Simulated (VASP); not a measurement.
Runs of VASP 6.6.1 on Sc. The structure is that of space group Fm-3m (No. 225), or close to it. The cells are those of the table. 

```csv
task,cell,gap on the mesh (eV),pressure (GPa)
single point,"a = 2.425 Å, angles 60.0°, 1 atom",none,(a)
single point,"a = 2.426 Å, angles 60.0°, 1 atom",none,163.9
relaxation of cell and atoms,"relaxed to 160 GPa from a = 2.426 Å, angles 60.0°, 1 atom",none,160.0
relaxation of cell and atoms,"relaxed to 160 GPa from a = 2.429 Å, angles 60.0°, 1 atom",none,160.0
```

Alike in all rows: level PBE; potentials or basis VASP PAW PBE potentials, release 64 (Sc_sv); no spin polarisation; k mesh 19 × 19 × 19; cutoff (eV) 500; smearing fermi-dirac 0.1 eV.

**Question.** Estimate the missing entries.

**Answer.** (a) 164.0.

Caveats: the cell is relaxed towards a set pressure, so the enthalpy falls and the energy may rise (some runs).

A gap of «none» marks levels without a gap at the run's occupations.
